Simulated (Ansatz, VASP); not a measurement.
Two plane-wave programs on Ce3GaI3

```
CELL_PARAMETERS angstrom
6.39739 0.00000 0.00000
0.00000 6.39739 0.00000
0.00000 0.00000 6.39739
ATOMIC_POSITIONS crystal
Ce 0.50000 0.50000 0.00000
Ce 0.00000 0.50000 0.50000
Ce 0.50000 0.00000 0.50000
Ga 0.50000 0.50000 0.50000
I 0.50000 0.00000 0.00000
I 0.00000 0.50000 0.00000
I 0.00000 0.00000 0.50000
```

Alike in both runs: task single point; functional revPBE; k mesh 3 × 3 × 3; occupations gaussian, width 0.0481 eV; no spin polarisation.

|  | VASP | Ansatz |
| --- | --- | --- |
| version | VASP 6.6.1 | Ansatz 0.2.0 |
| potentials or method | VASP PAW PBE potentials, release 64 (Ce, Ga_d, I), cutoff 520 eV | PAW plane waves |
| valence electrons in the cell | 70 | 100 |

|  | VASP | Ansatz | Ansatz less VASP |
| --- | --- | --- | --- |
| gap on the k mesh at the Fermi level (eV) | none | none | - |
| pressure (GPa) | -1.2 | -1.0 | +0.14 |

VASP's potentials were made for PBE, not for revPBE. A gap of «none» marks a metal or a gap that the smearing closes. VASP's potentials hold 70 valence electrons a cell and Ansatz's 100, so a difference there can come from the potentials and not from the codes.

Spin-orbit coupling is off throughout.
